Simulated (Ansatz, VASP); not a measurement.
**Al2Cu: VASP beside Ansatz**

INCAR

```
PREC = Accurate
ENCUT = 600
EDIFF = 1E-6
ISMEAR = 0
SIGMA = 0.1
LREAL = False
LASPH = True
NELM = 100
ALGO = Normal
ISIF = 3
LWAVE = False
LCHARG = False
GGA = PE
IBRION = 2
NSW = 100
EDIFFG = -0.005
```

File KPOINTS:

```
Automatic mesh
0
Gamma
  10 10 10
```

POSCAR

```
Al2Cu
1.0
   -2.9988978291      2.9988978291      2.3927372905
    2.9988978291     -2.9988978291      2.3927372905
    2.9988978291      2.9988978291     -2.3927372905
Al Cu
4 2
Direct
    0.8413930800      0.6586069200      0.5000000000
    0.6586069200      0.1586069200      0.8172138300
    0.3413930800      0.8413930800      0.1827861700
    0.1586069200      0.3413930800      0.5000000000
    0.2500000000      0.2500000000      0.0000000000
    0.7500000000      0.7500000000      0.0000000000
```

Input for Ansatz:

```yaml
crystal:
  lattice:
    - [-2.9988978291, 2.9988978291, 2.3927372905]
    - [2.9988978291, -2.9988978291, 2.3927372905]
    - [2.9988978291, 2.9988978291, -2.3927372905]
  atoms:
    - { symbol: Al, position: [0.84139308, 0.65860692, 0.5] }
    - { symbol: Al, position: [0.65860692, 0.15860692, 0.81721383] }
    - { symbol: Al, position: [0.34139308, 0.84139308, 0.18278617] }
    - { symbol: Al, position: [0.15860692, 0.34139308, 0.5] }
    - { symbol: Cu, position: [0.25, 0.25, 0.0] }
    - { symbol: Cu, position: [0.75, 0.75, 0.0] }
basis:
  ecutwfc: 420
kpoints:
  mp_grid: { grid: [10, 10, 10] }
hamiltonian:
  xc: pbe
scf:
  occupations: { method: gaussian, width: 0.1 }
output:
  forces: true
  stress: true
  eigenvalues: true
  write_density: true
  write_potential: true
  elf: true
  volumetric_format: npy
relax:
  adjacent_minimum: "off"
  f_tol: 0.005
  max_steps: 80
  cell: { stress_tol: 0.05 }
```

Alike in both runs: task relaxation of cell and atoms; functional PBE; k mesh 10 × 10 × 10; occupations gaussian, width 0.1 eV; no spin polarisation.

|  | VASP | Ansatz |
| --- | --- | --- |
| version | VASP 6.6.1 | Ansatz 0.2.0 |
| potentials or method | VASP PAW PBE potentials, release 64 (Al, Cu), cutoff 600 eV | scalar-relativistic, plane waves, PAW |
| valence electrons in the cell | 34 | 50 |

|  | VASP | Ansatz | Ansatz less VASP |
| --- | --- | --- | --- |
| gap on the k mesh at the Fermi level, each at its own relaxed structure (eV) | none | none | - |
| relaxed volume (Å³/atom) | 14.94 | 14.91 | -0.032 |
| relaxed cell length with the largest relative difference (Å) | 4.931 | 4.927 | -0.0036 |

A gap of «none» marks a metal or a gap that the smearing closes. VASP's potentials hold 34 valence electrons a cell and Ansatz's 50, so a difference there can come from the potentials and not from the codes.
